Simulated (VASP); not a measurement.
# Ti2O (P-3m1) in VASP: further runs

The runs below take Ti2O through single point, relaxation of cell and atoms, with r2SCAN.

Everything below comes from runs of VASP 6.6.1. Logs are shortened: lines on timing, memory, paths and dates and some standing lists are left out, and cuts for length are marked.

## (1) The cell of the first run

It takes space group P-3m1 (No. 164, trigonal). Conventional cell: a = 2.955 Å, b = 2.955 Å, c = 4.800 Å, α = 90.00°, β = 90.00°, γ = 120.00°. Within 2.8 Å of Ti (site symmetry 3m) lie 3 O at 2.14 Å. O (site symmetry -3m) has 6 Ti at 2.14 Å within 2.8 Å.

## (2) Single point, r2SCAN

POSCAR reads:

```
Ti2O
1.0
    2.9550191569      0.0000000000      0.0000000000
   -1.4775095785      2.5591216586      0.0000000000
    0.0000000000      0.0000000000      4.8003666711
Ti O
2 1
Direct
    0.6666666667      0.3333333333      0.2676510079
    0.3333333333      0.6666666667      0.7323489921
    0.0000000000      0.0000000000      0.0000000000
```

INCAR.step1 reads:

```
SYSTEM = Ti2O
PREC = Accurate ; ENCUT = 520
ISMEAR = 0 ; SIGMA = 0.1
LREAL = .False. ; LASPH = .True.
NELM = 100 ; NBANDS = 22
GGA = PE ; ALGO = Normal
EDIFF = 1E-4 ; LWAVE = .True.
LCHARG = .False.
```

INCAR.step2 reads:

```
SYSTEM = Ti2O
PREC = Accurate ; ENCUT = 520
EDIFF = 1E-6 ; ISMEAR = 0
SIGMA = 0.1 ; LREAL = .False.
LASPH = .True. ; NELM = 100
ALGO = Normal ; ISIF = 2
LWAVE = .False. ; LCHARG = .False.
METAGGA = R2SCAN ; LMIXTAU = .True.
NBANDS = 22 ; ISTART = 1
```

KPOINTS reads:

```
regular mesh
0
Gamma
  6 6 4
  0 0 0
```

Potentials or basis: VASP PAW PBE potentials, release 64 (Ti_sv, O).

Run with:

```console
> cat potpaw_PBE.64/Ti_sv/POTCAR potpaw_PBE.64/O/POTCAR > POTCAR
> cp INCAR.step1 INCAR
> mpirun -np 1 vasp_std > vasp.out
> cp INCAR.step2 INCAR
> mpirun -np 1 vasp_std > vasp.out
```

OUTCAR:

```text
SYSTEM = Ti2O
   PREC = Accurate
   ENCUT = 520
   EDIFF = 1E-6
   ISMEAR = 0
   LREAL = .False.
   LASPH = .True.
   NELM = 100
   ISIF = 2
   METAGGA = R2SCAN
   ISTART = 1

 ion  position               nearest neighbor table
   1  0.667  0.333  0.268-   3 2.14   3 2.14   3 2.14   2 2.81   2 2.81   2 2.81
   2  0.333  0.667  0.732-   3 2.14   3 2.14   3 2.14   1 2.81   1 2.81   1 2.81
   3  0.000  0.000  0.000-   1 2.14   2 2.14   1 2.14   2 2.14   1 2.14   2 2.14

  LATTYP: Found a hexagonal cell.
 ALAT       =     2.9550191569
 C/A-ratio  =     1.6244790359

  Lattice vectors:

 A1 = (   2.9550191569,   0.0000000000,   0.0000000000)
 A2 = (  -1.4775095785,   2.5591216586,   0.0000000000)
 A3 = (   0.0000000000,   0.0000000000,   4.8003666711)

Analysis of symmetry for initial positions (statically):
=====================================================================
 Subroutine PRICEL returns:
 Original cell was already a primitive cell.

 Routine SETGRP: Setting up the symmetry group for a
 hexagonal supercell.

 Subroutine GETGRP returns: Found 12 space group operations
 (whereof 12 operations were pure point group operations)
 out of a pool of 24 trial point group operations.

The static configuration has the point symmetry D_3d.

Analysis of symmetry for dynamics (positions and initial velocities):
=====================================================================
 Subroutine PRICEL returns:
 Original cell was already a primitive cell.

 Routine SETGRP: Setting up the symmetry group for a
 hexagonal supercell.

 Subroutine GETGRP returns: Found 12 space group operations
 (whereof 12 operations were pure point group operations)
 out of a pool of 24 trial point group operations.

The dynamic configuration has the point symmetry D_3d.

 Subroutine INISYM returns: Found 12 space group operations
 (whereof 12 operations are pure point group operations),
 and found     1 'primitive' translations

----------------------------------------------------------------------------------------

                                     Primitive cell

  volume of cell :      36.3016

  direct lattice vectors                    reciprocal lattice vectors
     2.955019157  0.000000000  0.000000000     0.338407282  0.195379535  0.000000000
    -1.477509579  2.559121659  0.000000000     0.000000000  0.390759070  0.000000000
     0.000000000  0.000000000  4.800366671     0.000000000  0.000000000  0.208317420

  length of vectors
     2.955019157  2.955019157  4.800366671     0.390759070  0.390759070  0.208317420

  position of ions in fractional coordinates (direct lattice)
     0.666666667  0.333333333  0.267651008
     0.333333333  0.666666667  0.732348992
     0.000000000  0.000000000  0.000000000

  ion indices of the primitive-cell ions
   primitive index   ion index
                 1           1
                 2           2
                 3           3

----------------------------------------------------------------------------------------

 KPOINTS: regular mesh

Automatic generation of k-mesh.
 Grid dimensions read from file:
 generate k-points for:    6    6    4

 Generating k-lattice:

  Cartesian coordinates                     Fractional coordinates (reciprocal lattice)
     0.056401214  0.032563256  0.000000000     0.166666667  0.000000000  0.000000000
     0.000000000  0.065126512  0.000000000     0.000000000  0.166666667  0.000000000
     0.000000000  0.000000000  0.052079355     0.000000000  0.000000000  0.250000000

  Length of vectors
     0.065126512  0.065126512  0.052079355

  Shift w.r.t. Gamma in fractional coordinates (k-lattice)
     0.000000000  0.000000000  0.000000000

 Subroutine IBZKPT returns following result:
 ===========================================

 Found     24 irreducible k-points:

 Following reciprocal coordinates:
            Coordinates               Weight
  0.000000  0.000000  0.000000      1.000000
  0.166667  0.000000  0.000000      6.000000
  0.333333 -0.000000  0.000000      6.000000
  0.500000  0.000000  0.000000      3.000000
  0.166667  0.166667  0.000000      6.000000
  0.333333  0.166667  0.000000     12.000000
[... 16 lines left out ...]
  0.333333  0.166667  0.500000     12.000000
  0.333333  0.333333  0.500000      2.000000
   k-points           NKPTS =     24   k-points in BZ     NKDIM =     24   number of bands    NBANDS=     22
   number of dos      NEDOS =    301   number of ions     NIONS =      3
   total plane-waves  NPLWV =  20736
   dimension x,y,z NGX =    24 NGY =   24 NGZ =   36
   dimension x,y,z NGXF=    48 NGYF=   48 NGZF=   72
   ions per type =               2   1
   NGX,Y,Z   is equivalent  to a cutoff of  13.50, 13.50, 12.47 a.u.
   NGXF,Y,Z  is equivalent  to a cutoff of  27.00, 27.00, 24.93 a.u.
 SYSTEM =  Ti2O
   PREC   = accura    normal or accurate (medium, high low for compatibility)
   ISTART =      1    job   : 0-new  1-cont  2-samecut
[... 37 lines left out ...]
   LRPA    =     F    only Hartree local field effects (RPA)
 non-spin polarized calculation
 Gauss-broadening in eV      SIGMA  =   0.10
  energy-cutoff  :      520.00
  volume of cell :       36.30
 maximum number of plane-waves:      1002
 NGX is ok and might be reduce to    24
   NGX = 11   NGY = 11   NGZ = 17

 number of electron      29.9999998 magnetization

 Free energy of the ion-electron system (eV)
  ---------------------------------------------------
  ext. energy  EPLUGINS =         0.00000000
  ---------------------------------------------------
  free energy    TOTEN  =       -37.84846852 eV

  energy without entropy =      -37.83963876  energy(sigma->0) =      -37.84405364

 E-fermi :  10.1793     XC(G=0): -13.1540

 val. band max:       10.1685391143   @ k =   0.1667   0.0000   0.2500
 cond. band min:      10.2200292550   @ k =   0.3333   0.1667   0.5000
 fundamental gap:      0.0514901407
 Fermi energy:        10.1792567079

 k-point     1 :       0.0000    0.0000    0.0000
  band No.  band energies     occupation
      1     -49.5901      2.00000
      2     -49.4602      2.00000
      3     -25.2167      2.00000
      4     -24.5361      2.00000
      5     -24.5361      2.00000
      6     -24.4602      2.00000
[... 14 lines left out ...]
     21      11.3692      0.00000
     22      14.1458      0.00000

 k-point     2 :       0.1667    0.0000    0.0000
  band No.  band energies     occupation
      1     -49.5641      2.00000
      2     -49.4498      2.00000
      3     -25.1415      2.00000
      4     -24.6769      2.00000
      5     -24.5853      2.00000
      6     -24.5782      2.00000
[... 14 lines left out ...]
     21      12.1690      0.00000
     22      13.3034      0.00000

 k-point     3 :       0.3333   -0.0000    0.0000
  band No.  band energies     occupation
      1     -49.5074      2.00000
      2     -49.4332      2.00000
      3     -24.9806      2.00000
      4     -24.9487      2.00000
      5     -24.8092      2.00000
      6     -24.6542      2.00000
[... 14 lines left out ...]
     21      12.9217      0.00000
     22      13.6145      0.00000

 k-point     4 :       0.5000    0.0000    0.0000
  band No.  band energies     occupation
      1     -49.4726      2.00000
      2     -49.4311      2.00000
      3     -25.1007      2.00000
      4     -24.9538      2.00000
      5     -24.7961      2.00000
      6     -24.6900      2.00000
[... 14 lines left out ...]
     21      13.1956      0.00000
     22      13.2330      0.00000

 k-point     5 :       0.1667    0.1667    0.0000
  band No.  band energies     occupation
      1     -49.5226      2.00000
      2     -49.4365      2.00000
      3     -25.0154      2.00000
      4     -24.8295      2.00000
      5     -24.8073      2.00000
      6     -24.6113      2.00000
[... 417 lines left out ...]
 k-point    22 :       0.1667    0.1667    0.5000
  band No.  band energies     occupation
      1     -49.4977      2.00000
      2     -49.4615      2.00000
      3     -24.9767      2.00000
      4     -24.9272      2.00000
      5     -24.6801      2.00000
      6     -24.5965      2.00000
[... 14 lines left out ...]
     21      12.8856      0.00000
     22      13.2124      0.00000

 k-point    23 :       0.3333    0.1667    0.5000
  band No.  band energies     occupation
      1     -49.4610      2.00000
      2     -49.4427      2.00000
      3     -25.0715      2.00000
      4     -25.0262      2.00000
      5     -24.7464      2.00000
      6     -24.7017      2.00000
[... 14 lines left out ...]
     21      13.4112      0.00000
     22      13.6896      0.00000

 k-point    24 :       0.3333    0.3333    0.5000
  band No.  band energies     occupation
      1     -49.4426      2.00000
      2     -49.4426      2.00000
      3     -24.9770      2.00000
      4     -24.9770      2.00000
      5     -24.8759      2.00000
      6     -24.8692      2.00000
[... 14 lines left out ...]
     21      13.3097      0.00000
     22      13.5970      0.00000

------------------------ aborting loop because EDIFF is reached ----------------------------------------

  FORCE on cell =-STRESS in cart. coord.  units (eV):
  Direction    XX          YY          ZZ          XY          YZ          ZX
  --------------------------------------------------------------------------------------
  -------------------------------------------------------------------------------------
  Total        0.2926834      0.2926834      0.2022740     -0.0000000      0.0000000     -0.0000000
  in kB       12.9176358     12.9176358      8.9274007     -0.0000000      0.0000000     -0.0000000
  external PRESSURE =      11.5875574 kB  Pullay stress =       0.0000000 kB

 VOLUME and BASIS-vectors are now :
 -----------------------------------------------------------------------------
  energy-cutoff  :      520.00
  volume of cell :       36.30
      direct lattice vectors                 reciprocal lattice vectors
     2.955019157  0.000000000  0.000000000     0.338407282  0.195379535  0.000000000
    -1.477509579  2.559121659  0.000000000     0.000000000  0.390759070  0.000000000
     0.000000000  0.000000000  4.800366671     0.000000000  0.000000000  0.208317420

 POSITION                                       TOTAL-FORCE (eV/Angst)
 -----------------------------------------------------------------------------------
      1.47751      0.85304      1.28482        -0.000000      0.000000      0.095704
     -0.00000      1.70608      3.51554         0.000000     -0.000000     -0.095704
      0.00000      0.00000      0.00000         0.000000      0.000000      0.000000
 -----------------------------------------------------------------------------------
    total drift:                                0.000000     -0.000000      0.000000

  FREE ENERGIE OF THE ION-ELECTRON SYSTEM (eV)
  ---------------------------------------------------
  free  energy   TOTEN  =       -37.8484685240 eV

  energy  without entropy=      -37.8396387609  energy(sigma->0) =      -37.84405364
```

Wall time 98 s (1 thread of Intel Xeon Platinum 8375C at 2.90GHz (Ice Lake), shared host); peak memory 0.17 GiB.

What came out:

```yaml
Free_energy: -37.8485 eV
Pressure: 1.2 GPa
Largest_force: 0.096 eV/Å
Band_gap_on_the_k_mesh: zero (band 15 reaches 10.47 eV, above the bottom of band 16 at 9.61 eV)
```

Forces on the atoms (eV/Å):
```
Ti   0.000  0.000  0.096
Ti   0.000  0.000 -0.096
O    0.000  0.000  0.000
```

Caveat: the k points lie up to 0.41 Å⁻¹ apart; the PAW data sets were made with another functional, which shifts forces and pressure a little.

## (3) Single point, r2SCAN, collinear spin, ferromagnetic start

This run uses another cell than the first one, of 11.60 Å³/atom, 0.958 times its volume.

POSCAR reads:

```
Ti2O
1.0
    2.9193980238      0.0000000000      0.0000000000
   -1.4596990119      2.5282728524      0.0000000000
    0.0000000000      0.0000000000      4.7130000000
Ti O
2 1
Direct
    0.6666666667      0.3333333333      0.2787400000
    0.3333333333      0.6666666667      0.7212600000
    0.0000000000      0.0000000000      0.0000000000
```

INCAR.step1 reads:

```
SYSTEM = Ti2O
PREC     = Accurate       ! precision mode
ENCUT    = 520            ! plane-wave cutoff, eV
ISMEAR   = 0              ! smearing method
SIGMA    = 0.1            ! smearing width, eV
LREAL    = .FALSE.        ! projectors in reciprocal space
LASPH    = .TRUE.         ! aspherical terms in the spheres
NELM     = 150            ! most SCF steps
ISPIN    = 2              ! spin polarisation
MAGMOM   = 1 1 0          ! initial moments
LMAXMIX  = 4              ! l up to which the mixer works
NBANDS   = 26             ! bands
GGA      = PE             ! functional
ALGO     = Normal         ! electronic algorithm
EDIFF    = 1E-4           ! SCF threshold, eV
LWAVE    = .TRUE.         ! write WAVECAR
LCHARG   = .FALSE.        ! write CHGCAR
```

INCAR.step2 reads:

```
SYSTEM = Ti2O
PREC     = Accurate       ! precision mode
ENCUT    = 520            ! plane-wave cutoff, eV
EDIFF    = 1E-6           ! SCF threshold, eV
ISMEAR   = 0              ! smearing method
SIGMA    = 0.1            ! smearing width, eV
LREAL    = .FALSE.        ! projectors in reciprocal space
LASPH    = .TRUE.         ! aspherical terms in the spheres
NELM     = 150            ! most SCF steps
ALGO     = Normal         ! electronic algorithm
ISIF     = 2              ! what is computed and relaxed
LWAVE    = .FALSE.        ! write WAVECAR
LCHARG   = .TRUE.         ! write CHGCAR
ISPIN    = 2              ! spin polarisation
MAGMOM   = 1 1 0          ! initial moments
LORBIT   = 11             ! projections on sites
LMAXMIX  = 4              ! l up to which the mixer works
METAGGA  = R2SCAN         ! meta-GGA
LMIXTAU  = .TRUE.       
LELF     = .TRUE.         ! ELF
LVHAR    = .TRUE.       
NBANDS   = 26             ! bands
ISTART   = 1
```

KPOINTS reads:

```
regular mesh
0
G
  6 6 4
  0 0 0
```

Potentials or basis: VASP PAW PBE potentials, release 64 (Ti_sv, O).

Run with:

```console
> cat potpaw_PBE.64/Ti_sv/POTCAR potpaw_PBE.64/O/POTCAR > POTCAR
> cp INCAR.step1 INCAR
> mpirun -np 1 vasp_std > vasp.out
> cp INCAR.step2 INCAR
> mpirun -np 1 vasp_std > vasp.out
```

Run time: 3.1 min. Hardware: 1 thread of Intel Xeon Platinum 8375C at 2.90GHz (Ice Lake), shared host; peak memory 0.19 GiB.

The run converged. Its results:

- Free energy: -37.7536 eV
- Pressure: 10.2 GPa
- Largest force: 0.898 eV/Å
- Band gap on the k mesh: zero (filled and empty bands overlap)
- Net moment: 0.00 μB per cell
- Valence electrons inside the program's atomic spheres: Ti 10.32; O 5.10

Forces in eV/Å, atoms in the order of the input:
```
Ti   0.000  0.000 -0.898
Ti   0.000  0.000  0.898
O    0.000  0.000  0.000
```

Stress tensor (GPa, compression positive):
```
 7.81  0.00  0.00
 0.00  7.81  0.00
 0.00  0.00 15.03
```

Levels at points of the mesh, in eV from the Fermi level:
Spin up:
```tsv
k point	band 11	band 12	band 13	band 14	band 15	band 16	band 17	band 18	band 19	band 20
(0.00, 0.00, 0.00)	-6.38	-6.38	-4.25	-0.76	0.26	0.32	0.32	0.84	0.84	1.35
(0.50, 0.00, 0.00)	-7.53	-6.92	-3.11	-1.80	-0.86	1.15	1.59	2.95	3.07	3.07
(0.00, 0.00, 0.50)	-6.48	-6.48	-2.34	-2.13	-0.02	-0.02	1.28	1.87	1.87	2.32
(0.50, 0.00, 0.50)	-7.55	-6.82	-1.92	-1.80	-0.96	-0.58	0.70	2.94	3.04	3.19
```
Spin down:
| k point | band 13 | band 14 | band 15 | band 16 | band 17 | band 18 |
| --- | --- | --- | --- | --- | --- | --- |
| (0.00, 0.00, 0.00) | -4.25 | -0.76 | 0.26 | 0.32 | 0.32 | 0.84 |
| (0.50, 0.00, 0.00) | -3.11 | -1.80 | -0.86 | 1.15 | 1.59 | 2.95 |
| (0.00, 0.00, 0.50) | -2.34 | -2.13 | -0.02 | -0.02 | 1.28 | 1.87 |
| (0.50, 0.00, 0.50) | -1.92 | -1.80 | -0.96 | -0.58 | 0.70 | 2.94 |

Caveat: the k points lie up to 0.41 Å⁻¹ apart; the PAW data sets were made with another functional, which shifts forces and pressure a little.

## (4) Relaxation of cell and atoms, r2SCAN

This run uses another cell than the first one, of 11.60 Å³/atom, 0.958 times its volume.

POSCAR is that of step 3.

INCAR.step1 reads:

```
SYSTEM = Ti2O
  ALGO = Normal
  EDIFF = 1E-4
  ENCUT = 600
  GGA = PE
  ISMEAR = 0
  LASPH = .True.
  LCHARG = .False.
  LREAL = .False.
  LWAVE = .True.
  NELM = 80
  PREC = Accurate
  SIGMA = 0.1
```

INCAR.step2 reads:

```
SYSTEM = Ti2O
  ALGO = Normal
  EDIFF = 1E-6
  EDIFFG = -0.04
  ENCUT = 600
  IBRION = 2
  ISIF = 3
  ISMEAR = 0
  ISTART = 1
  LASPH = .True.
  LCHARG = .False.
  LMIXTAU = .True.
  LREAL = .False.
  LWAVE = .False.
  METAGGA = R2SCAN
  NELM = 80
  NSW = 90
  PREC = Accurate
  SIGMA = 0.1
```

KPOINTS reads:

```
k-points
0
Gamma
  6 6 4
  0 0 0
```

Run with:

```console
> cat potpaw_PBE.64/Ti_sv/POTCAR potpaw_PBE.64/O/POTCAR > POTCAR
> cp INCAR.step1 INCAR
> mpirun -np 1 vasp_std > vasp.out
> cp INCAR.step2 INCAR
> mpirun -np 1 vasp_std > vasp.out
```

Run time: 12 min. Hardware: 1 thread of Intel Xeon Platinum 8375C at 2.90GHz (Ice Lake), shared host; peak memory 0.18 GiB.

The run converged. Its results:

* Free energy: -37.8508 eV
* Relaxed volume: 12.15 Å³/atom
* Relaxed cell: a = 2.961 Å, b = 2.961 Å, c = 4.804 Å, α = 90.00°, β = 90.00°, γ = 120.00°
* Space group after relaxing (to 0.05 Å): P-3m1 (No. 164)
* Energy gained by relaxing: 31.1 meV/atom
* Ionic steps: 10
* Pressure after relaxing: 0.3 GPa
* Largest force after relaxing: 0.011 eV/Å
* Band gap on the k mesh: zero (band 15 reaches 10.41 eV, above the bottom of band 16 at 9.53 eV)

Forces in eV/Å, atoms in the order of the input:
```
Ti   0.000  0.000  0.011
Ti   0.000  0.000 -0.011
O    0.000  0.000  0.000
```

Stress tensor (GPa, compression positive):
```
0.19 0.00 0.00
0.00 0.19 0.00
0.00 0.00 0.43
```

Step by step:
```
step  energy change (eV)  largest force (eV/Å)  pressure (GPa)  volume (Å³)
   1              0.0000                0.8948           10.16        34.79
   2             -0.0198                0.0340           -9.93        38.62
   3             -0.0848                0.3387           -1.55        36.74
   4             -0.0849                0.3474           -1.35        36.70
   5             -0.0918                0.0339            0.56        36.38
   6             -0.0918                0.0510            0.47        36.40
   7             -0.0930                0.0156           -0.11        36.52
   8             -0.0932                0.0092           -0.54        36.61
   9             -0.0932                0.0042           -0.47        36.59
  10             -0.0933                0.0109            0.27        36.46
```

Final structure:
```
CELL_PARAMETERS angstrom
2.96051 0.00000 0.00000
-1.48025 2.56388 0.00000
0.00000 0.00000 4.80404
ATOMIC_POSITIONS crystal
Ti 0.66667 0.33333 0.26856
Ti 0.33333 0.66667 0.73144
O 0.00000 0.00000 0.00000
```

Levels at points of the mesh, in eV from the Fermi level:
```
           k point  band 13  band 14  band 15  band 16  band 17  band 18
(0.00, 0.00, 0.00)    -4.23    -0.44     0.12     0.46     0.46     1.02
(0.50, 0.00, 0.00)    -2.81    -1.66    -0.86     1.09     1.70     2.79
(0.00, 0.00, 0.50)    -2.30    -1.97     0.08     0.08     1.10     1.88
(0.50, 0.00, 0.50)    -1.86    -1.61    -0.71    -0.60     0.93     2.73
```

Caveat: the k points lie up to 0.41 Å⁻¹ apart in the final cell; the PAW data sets were made with another functional, which shifts forces and pressure a little.

## (5) Overview

```csv
task,spin,cell,cutoff (eV),gap on the mesh (eV),pressure (GPa),largest force (eV/Å)
single point,off,"a = 2.955, b = 2.955, c = 4.800 Å, angles 90.0, 90.0, 120.0°, 3 atoms",520,none,1.2,0.10
single point,"collinear, ferromagnetic start","a = 2.919, b = 2.919, c = 4.713 Å, angles 90.0, 90.0, 120.0°, 3 atoms",520,none,10.2,0.90
relaxation of cell and atoms,off,"relaxed from a = 2.919, b = 2.919, c = 4.713 Å, angles 90.0, 90.0, 120.0°, 3 atoms",600,none,0.3,0.01
```

Alike in all rows: level r2SCAN; potentials or basis VASP PAW PBE potentials, release 64 (Ti_sv, O); k mesh 6 × 6 × 4; smearing gaussian 0.1 eV.

Caveats: all runs use coarse meshes; the PAW data sets were made with another functional, which shifts forces and pressure a little.

Total energies depend on the potentials used, so only differences within one code and one set of settings carry meaning.
